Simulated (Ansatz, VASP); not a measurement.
Two plane-wave programs on HfSi3O8

```
CELL_PARAMETERS angstrom
3.33640 0.00000 0.00000
0.00000 3.33640 0.00000
0.00000 0.00000 9.54139
ATOMIC_POSITIONS crystal
Hf 0.00000 0.00000 0.00000
Si 0.50000 0.50000 0.25909
Si 0.00000 0.00000 0.50000
Si 0.50000 0.50000 0.74091
O 0.00000 0.50000 0.14048
O 0.50000 0.00000 0.37940
O 0.00000 0.50000 0.62060
O 0.50000 0.00000 0.85952
O 0.00000 0.50000 0.37940
O 0.50000 0.00000 0.62060
O 0.00000 0.50000 0.85952
O 0.50000 0.00000 0.14048
```

Alike in both runs: functional PBE; k mesh 10 × 10 × 4; occupations gaussian, width 0.02 eV; no spin polarisation.

Ansatz relaxed the structure, and its values are those at the end. VASP's run is a single point on that final structure, the one shown.

```csv
,VASP,Ansatz
version,VASP 6.6.1,Ansatz 0.2.0
potentials or method,"VASP PAW PBE potentials, release 64 (Hf_pv, Si, O), cutoff 520 eV","scalar-relativistic, plane waves, PAW"
valence electrons in the cell,70,86
```

Ansatz gave:

- gap on the k mesh at the Fermi level (eV): 0.35
- least direct gap on the mesh (eV): 0.35
- pressure (GPa): 0.0
- rms of the force components (eV/Å): 0.001

Task: What did VASP give for the same quantities?

Result: gap on the k mesh at the Fermi level (eV): 0.36; least direct gap on the mesh (eV): 0.36; pressure (GPa): -0.9; rms of the force components (eV/Å): 0.057.

The functional is the same, so the differences come from potentials, cutoffs and numerics. VASP's potentials hold 70 valence electrons a cell and Ansatz's 86, so a difference there can come from the potentials and not from the codes.

Neither program's run includes spin-orbit coupling.
